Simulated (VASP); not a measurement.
# CaSe (Fm-3m) in VASP: single point with PBE

Aim: the single point of CaSe with PBE.

All numbers are computed with VASP 6.6.1; they aren't measurements. Logs are shortened: lines on timing, memory, paths and dates and some standing lists are left out, and cuts for length are marked.

### 1 The cell of the first run

It takes space group Fm-3m (No. 225, cubic). Conventional cell: a = 5.912 Å, b = 5.912 Å, c = 5.912 Å, α = 90.00°, β = 90.00°, γ = 90.00°. Within 3.9 Å of Se (site symmetry m-3m) lie 6 Ca at 2.96 Å. Ca (site symmetry m-3m) has 6 Se at 2.96 Å within 3.9 Å.

### 2 Single point, PBE

File INCAR:

```
ALGO = Normal
EDIFF = 1E-7
ENCUT = 520
GGA = PE
ISIF = 2
ISMEAR = -1
LASPH = T
LCHARG = F
LREAL = F
LWAVE = F
NBANDS = 15
NELM = 100
PREC = Accurate
SIGMA = 0.05
```

File KPOINTS:

```
k-points
0
Gamma
  6 6 6
```

File POSCAR:

```
CaSe
1.0
    0.0000000000      2.9560000000      2.9560000000
    2.9560000000      0.0000000000      2.9560000000
    2.9560000000      2.9560000000      0.0000000000
Se Ca
1 1
Direct
    0.5000000000      0.5000000000      0.5000000000
    0.0000000000      0.0000000000      0.0000000000
```

Potentials or basis: VASP PAW PBE potentials, release 64 (Se, Ca_sv).

Started as:

```console
> cat potpaw_PBE.64/Se/POTCAR potpaw_PBE.64/Ca_sv/POTCAR > POTCAR
> mpirun -np 1 vasp_std > vasp.out
```

OUTCAR:

```text
EDIFF = 1E-7
   ENCUT = 520
   GGA = PE
   ISIF = 2
   ISMEAR = -1
   LASPH = T
   LREAL = F
   NELM = 100
   PREC = Accurate

 ion  position               nearest neighbor table
   1  0.500  0.500  0.500-   2 2.96   2 2.96   2 2.96   2 2.96   2 2.96   2 2.96
   2  0.000  0.000  0.000-   1 2.96   1 2.96   1 2.96   1 2.96   1 2.96   1 2.96

  LATTYP: Found a face centered cubic cell.
 ALAT       =     5.9120000000

  Lattice vectors:

 A1 = (   0.0000000000,   2.9560000000,   2.9560000000)
 A2 = (   2.9560000000,   0.0000000000,   2.9560000000)
 A3 = (   2.9560000000,   2.9560000000,   0.0000000000)

Analysis of symmetry for initial positions (statically):
=====================================================================
 Subroutine PRICEL returns:
 Original cell was already a primitive cell.

 Routine SETGRP: Setting up the symmetry group for a
 face centered cubic supercell.

 Subroutine GETGRP returns: Found 48 space group operations
 (whereof 48 operations were pure point group operations)
 out of a pool of 48 trial point group operations.

The static configuration has the point symmetry O_h .

Analysis of symmetry for dynamics (positions and initial velocities):
=====================================================================
 Subroutine PRICEL returns:
 Original cell was already a primitive cell.

 Routine SETGRP: Setting up the symmetry group for a
 face centered cubic supercell.

 Subroutine GETGRP returns: Found 48 space group operations
 (whereof 48 operations were pure point group operations)
 out of a pool of 48 trial point group operations.

The dynamic configuration has the point symmetry O_h .

 Subroutine INISYM returns: Found 48 space group operations
 (whereof 48 operations are pure point group operations),
 and found     1 'primitive' translations

----------------------------------------------------------------------------------------

                                     Primitive cell

  volume of cell :      51.6587

  direct lattice vectors                    reciprocal lattice vectors
     0.000000000  2.956000000  2.956000000    -0.169147497  0.169147497  0.169147497
     2.956000000  0.000000000  2.956000000     0.169147497 -0.169147497  0.169147497
     2.956000000  2.956000000  0.000000000     0.169147497  0.169147497 -0.169147497

  length of vectors
     4.180415290  4.180415290  4.180415290     0.292972058  0.292972058  0.292972058

  position of ions in fractional coordinates (direct lattice)
     0.500000000  0.500000000  0.500000000
     0.000000000  0.000000000  0.000000000

  ion indices of the primitive-cell ions
   primitive index   ion index
                 1           1
                 2           2

----------------------------------------------------------------------------------------

 KPOINTS: k-points

Automatic generation of k-mesh.
 Grid dimensions read from file:
 generate k-points for:    6    6    6

 Generating k-lattice:

  Cartesian coordinates                     Fractional coordinates (reciprocal lattice)
    -0.028191249  0.028191249  0.028191249     0.166666667  0.000000000  0.000000000
     0.028191249 -0.028191249  0.028191249     0.000000000  0.166666667  0.000000000
     0.028191249  0.028191249 -0.028191249     0.000000000  0.000000000  0.166666667

  Length of vectors
     0.048828676  0.048828676  0.048828676

  Shift w.r.t. Gamma in fractional coordinates (k-lattice)
     0.000000000  0.000000000  0.000000000

 Subroutine IBZKPT returns following result:
 ===========================================

 Found     16 irreducible k-points:

 Following reciprocal coordinates:
            Coordinates               Weight
  0.000000  0.000000  0.000000      1.000000
  0.166667  0.000000  0.000000      8.000000
  0.333333  0.000000  0.000000      8.000000
  0.500000  0.000000  0.000000      4.000000
  0.166667  0.166667  0.000000      6.000000
  0.333333  0.166667  0.000000     24.000000
[... 8 lines left out ...]
 -0.333333  0.333333  0.166667     24.000000
 -0.333333  0.500000  0.166667     12.000000
   k-points           NKPTS =     16   k-points in BZ     NKDIM =     16   number of bands    NBANDS=     15
   number of dos      NEDOS =    301   number of ions     NIONS =      2
   total plane-waves  NPLWV =  32768
   dimension x,y,z NGX =    32 NGY =   32 NGZ =   32
   dimension x,y,z NGXF=    64 NGYF=   64 NGZF=   64
   ions per type =               1   1
   NGX,Y,Z   is equivalent  to a cutoff of  12.73, 12.73, 12.73 a.u.
   NGXF,Y,Z  is equivalent  to a cutoff of  25.45, 25.45, 25.45 a.u.
 SYSTEM =  unknown system
   PREC   = accura    normal or accurate (medium, high low for compatibility)
   ISTART =      0    job   : 0-new  1-cont  2-samecut
   ICHARG =      2    charge: 1-file 2-atom 10-const
   ISPIN  =      1    spin polarized calculation?
   LNONCOLLINEAR =      F non collinear calculations
   LSORBIT =      F    spin-orbit coupling
   LASPH  =      T    aspherical Exc in radial PAW
   ENCUT  =  520.0 eV  38.22 Ry    6.18 a.u.   7.77  7.77  7.77*2*pi/ulx,y,z
   NELM   =    100;   NELMIN=  2; NELMDL= -5     # of ELM steps
   EDIFF  = 0.1E-06   stopping-criterion for ELM
   LREAL  =      F    real-space projection
   EDIFFG = 0.1E-05   stopping-criterion for IOM
   NSW    =      0    number of steps for IOM
   IBRION =     -1    ionic relax: 0-MD 1-quasi-New 2-CG
   NFREE  =      0    steps in history (QN), initial steepest desc. (CG)
   ISIF   =      2    stress and relaxation
   ISYM   =      2    0-nonsym 1-usesym 2-fastsym
   POTIM  = 0.5000    time-step for ionic-motion
   TEBEG  =    0.0;   TEEND  =   0.0 temperature during run
   PSTRESS=    0.0 pullay stress
   NELECT =      16.0000    total number of electrons
   NUPDOWN=      -1.0000    fix difference up-down
   EMIN   =  10.00;   EMAX   =-10.00  energy-range for DOS
   EFERMI =   0.00;   METHOD = LEGACY
   ISMEAR =    -1;   SIGMA  =   0.05  broadening in eV -4-tet -1-fermi 0-gaus
   EFERMI_NEDOS =   21; number of points for ismear=-14 and -15
   IALGO  =     38    algorithm
   IMIX   =      4    mixing-type and parameters
     AMIX     =   0.40;   BMIX     =  1.00
     AMIX_MAG =   1.60;   BMIX_MAG =  1.00
  volume/ion in A,a.u.               =      25.83       174.30
  Fermi-wavevector in a.u.,A,eV,Ry     =   1.107645  2.093145 16.692666  1.226876
  Thomas-Fermi vector in A             =   2.244161
   LORBIT       =      0    0 simple, 1 ext, 2 COOP (PROOUT), +10 PAW based schemes
   GGA     = PE    functional components
   LHFCALC =     F    Hartree Fock is set to
   AEXX    =    0.0000 exact exchange contribution
   IVDW    =     0    specifies the selected vdW correction
   LEPSILON=     F    determine dielectric tensor
   LRPA    =     F    only Hartree local field effects (RPA)
 non-spin polarized calculation
  energy-cutoff  :      520.00
  volume of cell :       51.66
 maximum number of plane-waves:      1411
   NGX = 15   NGY = 15   NGZ = 15

 number of electron      15.9999998 magnetization

 Free energy of the ion-electron system (eV)
  ---------------------------------------------------
  ext. energy  EPLUGINS =         0.00000000
  ---------------------------------------------------
  free energy    TOTEN  =        -9.47911787 eV

  energy without entropy =       -9.47911787  energy(sigma->0) =       -9.47911787

 E-fermi :   3.4665     XC(G=0):  -9.1620

 val. band max:        2.4590658508   @ k =   0.0000   0.0000   0.0000
 cond. band min:       4.4779707084   @ k =   0.5000   0.5000   0.0000
 fundamental gap:      2.0189048576
 Fermi energy:         3.4665289741

 k-point     1 :       0.0000    0.0000    0.0000
  band No.  band energies     occupation
      1     -37.2865      2.00000
      2     -18.2808      2.00000
      3     -18.2808      2.00000
      4     -18.2808      2.00000
      5      -9.3454      2.00000
      6       2.4591      2.00000
      7       2.4591      2.00000
      8       2.4591      2.00000
      9       5.8092      0.00000
     10       6.1637      0.00000
     11       6.1637      0.00000
     12       6.1637      0.00000
     13       6.7342      0.00000
     14       6.7342      0.00000
     15      12.1750      0.00000

 k-point     2 :       0.1667    0.0000    0.0000
  band No.  band energies     occupation
      1     -37.2848      2.00000
      2     -18.3102      2.00000
      3     -18.2828      2.00000
      4     -18.2828      2.00000
      5      -9.1845      2.00000
      6       1.2727      2.00000
      7       2.0684      2.00000
      8       2.0684      2.00000
      9       6.0904      0.00000
     10       6.5211      0.00000
     11       6.5211      0.00000
     12       7.2780      0.00000
     13       7.4317      0.00000
     14       7.4317      0.00000
     15      12.2742      0.00000

 k-point     3 :       0.3333    0.0000    0.0000
  band No.  band energies     occupation
      1     -37.2814      2.00000
      2     -18.3679      2.00000
      3     -18.2867      2.00000
      4     -18.2867      2.00000
      5      -8.8361      2.00000
      6      -0.2273      2.00000
      7       1.4900      2.00000
      8       1.4900      2.00000
      9       6.4036      0.00000
     10       7.3452      0.00000
     11       7.3452      0.00000
     12       8.5628      0.00000
     13       8.8886      0.00000
     14       8.8886      0.00000
     15      11.9355      0.00000

 k-point     4 :       0.5000    0.0000    0.0000
  band No.  band energies     occupation
      1     -37.2797      2.00000
      2     -18.3962      2.00000
      3     -18.2886      2.00000
      4     -18.2886      2.00000
      5      -8.6447      2.00000
      6      -0.8314      2.00000
      7       1.2570      2.00000
      8       1.2570      2.00000
      9       6.9785      0.00000
     10       7.9422      0.00000
     11       7.9692      0.00000
     12       7.9692      0.00000
     13       9.9863      0.00000
     14       9.9863      0.00000
     15      10.5422      0.00000
[... 163 lines left out ...]
 k-point    14 :       0.5000    0.3333    0.1667
  band No.  band energies     occupation
      1     -37.2791      2.00000
      2     -18.3582      2.00000
      3     -18.3171      2.00000
      4     -18.2986      2.00000
      5      -8.7459      2.00000
      6      -0.1081      2.00000
      7       1.0694      2.00000
      8       1.2706      2.00000
      9       6.0272      0.00000
     10       7.5159      0.00000
     11       8.0153      0.00000
     12       8.1726      0.00000
     13       8.5817      0.00000
     14       9.9651      0.00000
     15      10.7010      0.00000

 k-point    15 :      -0.3333    0.3333    0.1667
  band No.  band energies     occupation
      1     -37.2780      2.00000
      2     -18.3608      2.00000
      3     -18.3264      2.00000
      4     -18.3052      2.00000
      5      -8.6664      2.00000
      6      -0.0701      2.00000
      7       0.6426      2.00000
      8       1.1194      2.00000
      9       6.8984      0.00000
     10       6.9775      0.00000
     11       8.1969      0.00000
     12       8.3676      0.00000
     13       8.4433      0.00000
     14      10.2796      0.00000
     15      11.1063      0.00000

 k-point    16 :      -0.3333    0.5000    0.1667
  band No.  band energies     occupation
      1     -37.2774      2.00000
      2     -18.3514      2.00000
      3     -18.3265      2.00000
      4     -18.3191      2.00000
      5      -8.6967      2.00000
      6       0.1731      2.00000
      7       0.8781      2.00000
      8       0.9451      2.00000
      9       5.7752      0.00000
     10       7.6421      0.00000
     11       7.8129      0.00000
     12       8.2728      0.00000
     13       8.5100      0.00000
     14       9.4827      0.00000
     15      11.9721      0.00000

------------------------ aborting loop because EDIFF is reached ----------------------------------------

  FORCE on cell =-STRESS in cart. coord.  units (eV):
  Direction    XX          YY          ZZ          XY          YZ          ZX
  --------------------------------------------------------------------------------------
  -------------------------------------------------------------------------------------
  Total        0.4369504      0.4369504      0.4369504      0.0000000      0.0000000      0.0000000
  in kB       13.5518781     13.5518781     13.5518781      0.0000000      0.0000000      0.0000000
  external PRESSURE =      13.5518781 kB  Pullay stress =       0.0000000 kB

 VOLUME and BASIS-vectors are now :
 -----------------------------------------------------------------------------
  energy-cutoff  :      520.00
  volume of cell :       51.66
      direct lattice vectors                 reciprocal lattice vectors
     0.000000000  2.956000000  2.956000000    -0.169147497  0.169147497  0.169147497
     2.956000000  0.000000000  2.956000000     0.169147497 -0.169147497  0.169147497
     2.956000000  2.956000000  0.000000000     0.169147497  0.169147497 -0.169147497

 POSITION                                       TOTAL-FORCE (eV/Angst)
 -----------------------------------------------------------------------------------
      2.95600      2.95600      2.95600         0.000000     -0.000000     -0.000000
      0.00000      0.00000      0.00000        -0.000000      0.000000      0.000000
 -----------------------------------------------------------------------------------
    total drift:                                0.000000     -0.000000     -0.000000

  FREE ENERGIE OF THE ION-ELECTRON SYSTEM (eV)
  ---------------------------------------------------
  free  energy   TOTEN  =        -9.4791178688 eV

  energy  without entropy=       -9.4791178687  energy(sigma->0) =       -9.47911787
```

It took 6.2 s on 1 thread of Intel Xeon 6975P-C (Granite Rapids), shared host; peak memory 0.17 GiB.

Results:

```yaml
Free_energy: -9.4791 eV
Pressure: 1.4 GPa
Band_gap_on_the_k_mesh: 2.02 eV (least direct gap 2.95 eV)
```

A k mesh can miss the band edges. Expect the measured gap to be larger: semilocal functionals such as PBE lack the derivative discontinuity.
